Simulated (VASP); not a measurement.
# Ge (Fd-3m) in VASP: notebook

The runs below take Ge through single point, with PBE0, PBEsol+D4, SVWN5.

Program: VASP 6.6.1. These are calculated values, not measurements. Logs are shortened: lines on timing, memory, paths and dates and some standing lists are left out, and cuts for length are marked.

**The experiment to reproduce.**

From “Electronic and optical properties of SixGe1-x-ySny alloys lattice-matched to Ge”, 2021, arxiv:2109.02782, for a bulk crystal of Ge at 300 K: band gap 0.807 eV (direct).

The results are compared with them further down.

## (1) The cell of the first run

The structure is cubic, space group Fd-3m (No. 227). The conventional cell has a = 5.581 Å, b = 5.581 Å, c = 5.581 Å, α = 90.00°, β = 90.00°, γ = 90.00°. Ge (site symmetry -43m) has 4 Ge at 2.42 Å within 3.2 Å.

## (2) Single point, PBE0

POSCAR

```
Ge
1.0
    0.0000000000      2.7906767997      2.7906767997
    2.7906767997      0.0000000000      2.7906767997
    2.7906767997      2.7906767997      0.0000000000
Ge
2
Direct
    0.7500000000      0.7500000000      0.7500000000
    0.5000000000      0.5000000000      0.5000000000
```

INCAR.step1

```
SYSTEM = Ge
PREC     = Accurate       ! precision mode
ENCUT    = 520            ! plane-wave cutoff, eV
EDIFF    = 1E-5           ! SCF threshold, eV
ISMEAR   = -1             ! smearing method
SIGMA    = 0.05           ! smearing width, eV
LREAL    = .False.        ! projectors in reciprocal space
LASPH    = .True.         ! aspherical terms in the spheres
NELM     = 80             ! most SCF steps
ALGO     = Normal         ! electronic algorithm
ISIF     = 2              ! what is computed and relaxed
LWAVE    = .True.         ! write WAVECAR
NBANDS   = 21             ! bands
GGA      = PE             ! functional
```

INCAR.step2

```
SYSTEM = Ge
PREC     = Accurate       ! precision mode
ENCUT    = 520            ! plane-wave cutoff, eV
EDIFF    = 1E-6           ! SCF threshold, eV
ISMEAR   = -1             ! smearing method
SIGMA    = 0.05           ! smearing width, eV
LREAL    = .False.        ! projectors in reciprocal space
LASPH    = .True.         ! aspherical terms in the spheres
NELM     = 80             ! most SCF steps
ALGO     = Normal         ! electronic algorithm
ISIF     = 2              ! what is computed and relaxed
LWAVE    = .False.        ! write WAVECAR
LCHARG   = .True.         ! write CHGCAR
GGA      = PE             ! functional
LHFCALC  = .True.         ! exact exchange
AEXX     = 0.25           ! exact-exchange fraction
PRECFOCK = Normal       
LELF     = .True.         ! ELF
LVHAR    = .True.       
NBANDS   = 21             ! bands
ISTART   = 1
```

KPOINTS

```
Automatic mesh
0
Gamma
  4 4 4
  0 0 0
```

Potentials or basis: VASP PAW PBE potentials, release 64 (Ge_d).

The run is started by

```console
> cat potpaw_PBE.64/Ge_d/POTCAR > POTCAR
> cp INCAR.step1 INCAR
> mpirun -np 1 vasp_std > vasp.out
> cp INCAR.step2 INCAR
> mpirun -np 1 vasp_std > vasp.out
```

OUTCAR:

```text
SYSTEM = Ge
   PREC = Accurate
   ENCUT = 520
   EDIFF = 1E-6
   ISMEAR = -1
   LREAL = .False.
   LASPH = .True.
   NELM = 80
   ISIF = 2
   GGA = PE
   LHFCALC = .True.
   AEXX = 0.25
   PRECFOCK = Normal
   ISTART = 1

 ion  position               nearest neighbor table
   1  0.750  0.750  0.750-   2 2.42   2 2.42   2 2.42   2 2.42
   2  0.500  0.500  0.500-   1 2.42   1 2.42   1 2.42   1 2.42

  LATTYP: Found a face centered cubic cell.
 ALAT       =     5.5813535994

  Lattice vectors:

 A1 = (   0.0000000000,   2.7906767997,   2.7906767997)
 A2 = (   2.7906767997,   0.0000000000,   2.7906767997)
 A3 = (   2.7906767997,   2.7906767997,   0.0000000000)

Analysis of symmetry for initial positions (statically):
=====================================================================
 Subroutine PRICEL returns:
 Original cell was already a primitive cell.

 Routine SETGRP: Setting up the symmetry group for a
 face centered cubic supercell.

 Subroutine GETGRP returns: Found 48 space group operations
 (whereof 24 operations were pure point group operations)
 out of a pool of 48 trial point group operations.

The static configuration has the point symmetry T_d .
 The point group associated with its full space group is O_h .

Analysis of symmetry for dynamics (positions and initial velocities):
=====================================================================
 Subroutine PRICEL returns:
 Original cell was already a primitive cell.

 Routine SETGRP: Setting up the symmetry group for a
 face centered cubic supercell.

 Subroutine GETGRP returns: Found 48 space group operations
 (whereof 24 operations were pure point group operations)
 out of a pool of 48 trial point group operations.

The dynamic configuration has the point symmetry T_d .
 The point group associated with its full space group is O_h .

 Subroutine INISYM returns: Found 48 space group operations
 (whereof 24 operations are pure point group operations),
 and found     1 'primitive' translations

----------------------------------------------------------------------------------------

                                     Primitive cell

  volume of cell :      43.4669

  direct lattice vectors                    reciprocal lattice vectors
     0.000000000  2.790676800  2.790676800    -0.179168007  0.179168007  0.179168007
     2.790676800  0.000000000  2.790676800     0.179168007 -0.179168007  0.179168007
     2.790676800  2.790676800  0.000000000     0.179168007  0.179168007 -0.179168007

  length of vectors
     3.946612978  3.946612978  3.946612978     0.310328091  0.310328091  0.310328091

  position of ions in fractional coordinates (direct lattice)
     0.750000000  0.750000000  0.750000000
     0.500000000  0.500000000  0.500000000

  ion indices of the primitive-cell ions
   primitive index   ion index
                 1           1
                 2           2

----------------------------------------------------------------------------------------

 KPOINTS: Automatic mesh

Automatic generation of k-mesh.
 Grid dimensions read from file:
 generate k-points for:    4    4    4

 Generating k-lattice:

  Cartesian coordinates                     Fractional coordinates (reciprocal lattice)
    -0.044792002  0.044792002  0.044792002     0.250000000  0.000000000  0.000000000
     0.044792002 -0.044792002  0.044792002     0.000000000  0.250000000  0.000000000
     0.044792002  0.044792002 -0.044792002     0.000000000  0.000000000  0.250000000

  Length of vectors
     0.077582023  0.077582023  0.077582023

  Shift w.r.t. Gamma in fractional coordinates (k-lattice)
     0.000000000  0.000000000  0.000000000

 Subroutine IBZKPT returns following result:
 ===========================================

 Found      8 irreducible k-points:

 Following reciprocal coordinates:
            Coordinates               Weight
  0.000000  0.000000  0.000000      1.000000
  0.250000  0.000000  0.000000      8.000000
  0.500000  0.000000  0.000000      4.000000
  0.250000  0.250000  0.000000      6.000000
  0.500000  0.250000  0.000000     24.000000
 -0.250000  0.250000  0.000000     12.000000
  0.500000  0.500000  0.000000      3.000000
 -0.250000  0.500000  0.250000      6.000000
   k-points           NKPTS =      8   k-points in BZ     NKDIM =     64   number of bands    NBANDS=     21
   number of dos      NEDOS =    301   number of ions     NIONS =      2
   total plane-waves  NPLWV =  27000
   dimension x,y,z NGX =    30 NGY =   30 NGZ =   30
   dimension x,y,z NGXF=    60 NGYF=   60 NGZF=   60
   ions per type =               2
   NGX,Y,Z   is equivalent  to a cutoff of  12.64, 12.64, 12.64 a.u.
   NGXF,Y,Z  is equivalent  to a cutoff of  25.27, 25.27, 25.27 a.u.
 SYSTEM =  Ge
   PREC   = accura    normal or accurate (medium, high low for compatibility)
   ISTART =      1    job   : 0-new  1-cont  2-samecut
   ICHARG =      0    charge: 1-file 2-atom 10-const
   ISPIN  =      1    spin polarized calculation?
   LNONCOLLINEAR =      F non collinear calculations
   LSORBIT =      F    spin-orbit coupling
   LASPH  =      T    aspherical Exc in radial PAW
   ENCUT  =  520.0 eV  38.22 Ry    6.18 a.u.   7.34  7.34  7.34*2*pi/ulx,y,z
   NELM   =     80;   NELMIN=  2; NELMDL=  0     # of ELM steps
   EDIFF  = 0.1E-05   stopping-criterion for ELM
   LREAL  =      F    real-space projection
   EDIFFG = 0.1E-04   stopping-criterion for IOM
   NSW    =      0    number of steps for IOM
   IBRION =     -1    ionic relax: 0-MD 1-quasi-New 2-CG
   NFREE  =      0    steps in history (QN), initial steepest desc. (CG)
   ISIF   =      2    stress and relaxation
   ISYM   =      3    0-nonsym 1-usesym 2-fastsym
   POTIM  = 0.5000    time-step for ionic-motion
   TEBEG  =    0.0;   TEEND  =   0.0 temperature during run
   PSTRESS=    0.0 pullay stress
   NELECT =      28.0000    total number of electrons
   NUPDOWN=      -1.0000    fix difference up-down
   EMIN   =  10.00;   EMAX   =-10.00  energy-range for DOS
   EFERMI =   0.00;   METHOD = LEGACY
   ISMEAR =    -1;   SIGMA  =   0.05  broadening in eV -4-tet -1-fermi 0-gaus
   EFERMI_NEDOS =   21; number of points for ismear=-14 and -15
   IALGO  =     38    algorithm
   IMIX   =      1    mixing-type and parameters
     AMIX     =   0.40;   BMIX     =  1.00
     AMIX_MAG =   1.60;   BMIX_MAG =  1.00
  volume/ion in A,a.u.               =      21.73       146.66
  Fermi-wavevector in a.u.,A,eV,Ry     =   1.413865  2.671818 27.198243  1.999014
  Thomas-Fermi vector in A             =   2.535467
   LORBIT       =      0    0 simple, 1 ext, 2 COOP (PROOUT), +10 PAW based schemes
   GGA     = PE    functional components
   LHFCALC =     T    Hartree Fock is set to
   PRECFOCK=normal    Normal, Fast or Accurate (Low or Medium for compatibility)
   ENCUT4O =  -1.0   cutoff for four orbital integrals eV
   NKREDX  =     1    reduce k-point grid by
   NKREDY  =     1    reduce k-point grid by
   NKREDZ  =     1    reduce k-point grid by
   AEXX    =    0.2500 exact exchange contribution
   HFSCREEN=    0.0000 screening length (either q_TF or 0.3 A-1)
   HFSCREENC=   0.0000 screening length for correlation (either q_TF or 0.3 A-1)
   ENCUTFOCK=  -1.0 apply spherical cutoff to Coloumb kernel
   IVDW    =     0    specifies the selected vdW correction
   LEPSILON=     F    determine dielectric tensor
   LRPA    =     F    only Hartree local field effects (RPA)
 non-spin polarized calculation
  energy-cutoff  :      520.00
  volume of cell :       43.47
 maximum number of plane-waves:      1211
 NGX is ok and might be reduce to    30
  NGX = 24; NGY = 24; NGZ = 24

 number of electron      28.0000021 magnetization

 Free energy of the ion-electron system (eV)
  ---------------------------------------------------
  ext. energy  EPLUGINS =         0.00000000
  ---------------------------------------------------
  free energy    TOTEN  =       -11.47085168 eV

  energy without entropy =      -11.47085168  energy(sigma->0) =      -11.47085168

 E-fermi :   5.5791     XC(G=0):  -7.9742

 val. band max:        4.7108838562   @ k =   0.0000   0.0000   0.0000
 cond. band min:       6.4620304646   @ k =   0.5000   0.0000   0.0000
 fundamental gap:      1.7511466084
 Fermi energy:         5.5791155853

 k-point     1 :       0.0000    0.0000    0.0000
  band No.  band energies     occupation
      1     -23.2826      2.00000
      2     -23.2826      2.00000
      3     -23.2826      2.00000
      4     -23.2430      2.00000
      5     -23.2430      2.00000
      6     -23.0111      2.00000
[... 13 lines left out ...]
     20      15.9793      0.00000
     21      15.9793      0.00000

 k-point     2 :       0.2500    0.0000    0.0000
  band No.  band energies     occupation
      1     -23.3034      2.00000
      2     -23.3034      2.00000
      3     -23.2736      2.00000
      4     -23.2107      2.00000
      5     -23.2107      2.00000
      6     -23.0356      2.00000
[... 13 lines left out ...]
     20      14.7140      0.00000
     21      14.7140      0.00000

 k-point     3 :       0.5000    0.0000    0.0000
  band No.  band energies     occupation
      1     -23.3105      2.00000
      2     -23.3105      2.00000
      3     -23.2645      2.00000
      4     -23.1961      2.00000
      5     -23.1961      2.00000
      6     -23.0434      2.00000
[... 13 lines left out ...]
     20      18.0428      0.00000
     21      18.0428      0.00000

 k-point     4 :       0.2500    0.2500    0.0000
  band No.  band energies     occupation
      1     -23.3035      2.00000
      2     -23.3035      2.00000
      3     -23.2909      2.00000
      4     -23.2045      2.00000
      5     -23.1644      2.00000
      6     -23.1063      2.00000
[... 13 lines left out ...]
     20      16.8692      0.00000
     21      17.1330      0.00000

 k-point     5 :       0.5000    0.2500    0.0000
  band No.  band energies     occupation
      1     -23.3343      2.00000
      2     -23.3174      2.00000
      3     -23.2423      2.00000
      4     -23.1654      2.00000
      5     -23.1441      2.00000
      6     -23.1236      2.00000
[... 13 lines left out ...]
     20      18.1612      0.00000
     21      18.6993      0.00000

 k-point     6 :      -0.2500    0.2500    0.0000
  band No.  band energies     occupation
      1     -23.3289      2.00000
      2     -23.3206      2.00000
      3     -23.2349      2.00000
      4     -23.1933      2.00000
      5     -23.1617      2.00000
      6     -23.0821      2.00000
[... 13 lines left out ...]
     20      16.2585      0.00000
     21      18.8317      0.00000

 k-point     7 :       0.5000    0.5000    0.0000
  band No.  band energies     occupation
      1     -23.3212      2.00000
      2     -23.3212      2.00000
      3     -23.2269      2.00000
      4     -23.2269      2.00000
      5     -23.1134      2.00000
      6     -23.1134      2.00000
[... 13 lines left out ...]
     20      18.8140      0.00000
     21      19.6080      0.00000

 k-point     8 :      -0.2500    0.5000    0.2500
  band No.  band energies     occupation
      1     -23.3368      2.00000
      2     -23.3368      2.00000
      3     -23.1792      2.00000
      4     -23.1792      2.00000
      5     -23.1227      2.00000
      6     -23.1226      2.00000
[... 13 lines left out ...]
     20      18.0913      0.00000
     21      19.9699      0.00000

------------------------ aborting loop because EDIFF is reached ----------------------------------------

  FORCE on cell =-STRESS in cart. coord.  units (eV):
  Direction    XX          YY          ZZ          XY          YZ          ZX
  --------------------------------------------------------------------------------------
  -------------------------------------------------------------------------------------
  Total        1.2096989      1.2096989      1.2096989     -0.0000000     -0.0000000      0.0000000
  in kB       44.5891547     44.5891547     44.5891547     -0.0000000     -0.0000000      0.0000000
  external PRESSURE =      44.5891547 kB  Pullay stress =       0.0000000 kB

 VOLUME and BASIS-vectors are now :
 -----------------------------------------------------------------------------
  energy-cutoff  :      520.00
  volume of cell :       43.47
      direct lattice vectors                 reciprocal lattice vectors
     0.000000000  2.790676800  2.790676800    -0.179168007  0.179168007  0.179168007
     2.790676800  0.000000000  2.790676800     0.179168007 -0.179168007  0.179168007
     2.790676800  2.790676800  0.000000000     0.179168007  0.179168007 -0.179168007

 POSITION                                       TOTAL-FORCE (eV/Angst)
 -----------------------------------------------------------------------------------
      4.18602      4.18602      4.18602         0.000000      0.000000      0.000000
      2.79068      2.79068      2.79068        -0.000000     -0.000000     -0.000000
 -----------------------------------------------------------------------------------
    total drift:                               -0.000002     -0.000003     -0.000003

  FREE ENERGIE OF THE ION-ELECTRON SYSTEM (eV)
  ---------------------------------------------------
  free  energy   TOTEN  =       -11.4708516807 eV

  energy  without entropy=      -11.4708516757  energy(sigma->0) =      -11.47085168
```

Run time: 6.9 min. Hardware: 1 thread of Intel Xeon 6975P-C (Granite Rapids), shared host; peak memory 0.18 GiB.

Results:

| Property | Result |
| --- | --- |
| Free energy | -11.4709 eV |
| Pressure | 4.5 GPa |
| Band gap on the k mesh | 1.75 eV, indirect (least direct gap 2.12 eV) |

Caveat: the k points lie up to 0.49 Å⁻¹ apart; the PAW data sets were made with another functional, which shifts forces and pressure a little.

## (3) Single point, PBEsol+D4, non-collinear spin, typed start

This run uses another cell than the first one, of 22.64 Å³/atom, 1.042 times its volume.

INCAR

```
SYSTEM = Ge
  PREC = Accurate
  ENCUT = 520
  EDIFF = 1E-6
  ISMEAR = -1
  SIGMA = 0.01
  LREAL = .False.
  LASPH = .True.
  NELM = 150
  ALGO = Normal
  ISIF = 2
  LWAVE = .False.
  LCHARG = .True.
  LNONCOLLINEAR = .True.
  MAGMOM = 0 0 0.5 0 0 -0.5
  LORBIT = 11
  GGA = PS
  IVDW = 13
  LVHAR = .True.
  NBANDS = 40
```

KPOINTS

```
Automatic mesh
0
Gamma
  8 8 8
  0 0 0
```

POSCAR

```
Ge
1.0
    0.0000000000      2.8289100000      2.8289100000
    2.8289100000      0.0000000000      2.8289100000
    2.8289100000      2.8289100000      0.0000000000
Ge
2
Direct
    0.7500000000      0.7500000000      0.7500000000
    0.5000000000      0.5000000000      0.5000000000
```

Potentials or basis: VASP PAW PBE potentials, release 64 (Ge_d).

The run is started by

```console
> cat potpaw_PBE.64/Ge_d/POTCAR > POTCAR
> mpirun -np 1 vasp_ncl > vasp.out
```

Wall time 2.8 min (1 thread of Intel Xeon 6975P-C (Granite Rapids), shared host); peak memory 0.39 GiB.

It converged, with:

| Item | Value |
| --- | --- |
| Free energy | -10.2356 eV |
| Pressure | -0.8 GPa |
| Band gap on the k mesh | zero (filled and empty bands touch) |
| Net moment | 0.00 μB per cell |
| Valence electrons inside the program's atomic spheres | Ge 12.41 |
| Dispersion energy per atom | -0.187 eV |

Levels at points of the mesh, in eV from the Fermi level:
```tsv
k point	band 26	band 27	band 28	band 29	band 30	band 31
(0.00, 0.00, 0.00)	-0.01	-0.01	-0.01	-0.01	-0.01	2.52
(0.50, 0.00, 0.00)	-1.42	-1.42	-1.42	0.11	0.11	3.70
(0.50, 0.50, 0.00)	-3.10	-3.10	-3.10	0.66	0.66	0.66
(0.00, 0.50, 0.50)	-3.10	-3.10	-3.10	0.66	0.66	0.66
```

Moments on the atoms (μB; x, y, z):
```
Ge  0.00 0.00 0.00
Ge  0.00 0.00 0.00
```

Caveat: the PAW data sets were made with another functional, which shifts forces and pressure a little; pairwise dispersion overbinds metals, which lowers pressure and volume.

## (4) Single point, PBEsol+D4, non-collinear spin, typed start (volume scaled by 1.15)

INCAR

```
SYSTEM = Ge
  ALGO = Normal
  EDIFF = 1E-7
  ENCUT = 520
  GGA = PS
  ISIF = 2
  ISMEAR = -1
  IVDW = 13
  LASPH = .TRUE.
  LCHARG = .FALSE.
  LNONCOLLINEAR = .TRUE.
  LORBIT = 11
  LREAL = .FALSE.
  LWAVE = .FALSE.
  MAGMOM = 0.289 0.289 0.289 -0.289 -0.289 -0.289
  NBANDS = 40
  NELM = 150
  PREC = Accurate
  SIGMA = 0.1
```

KPOINTS

```
k-points
0
G
  8 8 8
  0 0 0
```

POSCAR

```
Ge
1.0
    0.0000000000      2.9638194539      2.9638194539
    2.9638194539      0.0000000000      2.9638194539
    2.9638194539      2.9638194539      0.0000000000
Ge
2
Direct
    0.7500000000      0.7500000000      0.7500000000
    0.5000000000      0.5000000000      0.5000000000
```

The run is started by

```console
> cat potpaw_PBE.64/Ge_d/POTCAR > POTCAR
> mpirun -np 1 vasp_ncl > vasp.out
```

Run time: 3.1 min. Hardware: 1 thread of Intel Xeon 6975P-C (Granite Rapids), shared host; peak memory 0.48 GiB.

The run converged. Its results:

| Quantity | Value |
| --- | --- |
| Free energy | -10.0551 eV |
| Pressure | -7.0 GPa |
| Band gap on the k mesh | zero (band 28 reaches 3.60 eV, above the bottom of band 29 at 3.34 eV) |
| Net moment | 0.00 μB per cell |
| Valence electrons inside the program's atomic spheres | Ge 12.28 |
| Dispersion energy per atom | -0.166 eV |

Levels at points of the mesh, in eV from the Fermi level:
| k point | band 24 | band 25 | band 26 | band 27 | band 28 | band 29 | band 30 | band 31 | band 32 | band 33 |
| --- | --- | --- | --- | --- | --- | --- | --- | --- | --- | --- |
| (0.00, 0.00, 0.00) | -1.05 | 0.15 | 0.15 | 0.15 | 0.15 | 0.15 | 0.15 | 2.61 | 2.61 | 2.61 |
| (0.50, 0.00, 0.00) | -6.91 | -1.05 | -1.05 | -1.05 | -1.05 | -0.11 | -0.11 | 3.77 | 3.77 | 3.77 |
| (0.50, 0.50, 0.50) | -6.91 | -1.05 | -1.05 | -1.05 | -1.05 | -0.11 | -0.11 | 3.77 | 3.77 | 3.77 |
| (0.50, 0.50, 0.00) | -8.27 | -2.48 | -2.48 | -2.48 | -2.48 | 0.97 | 0.97 | 0.97 | 0.97 | 8.53 |

Moments on the atoms (μB; x, y, z):
```
Ge  0.00 0.00 0.00
Ge  0.00 0.00 0.00
```

Caveat: the cell differs from its parent crystal (volume scaled by 1.15); the PAW data sets were made with another functional, which shifts forces and pressure a little; pairwise dispersion overbinds metals, which lowers pressure and volume.

(Continued in part 2 of 2.)
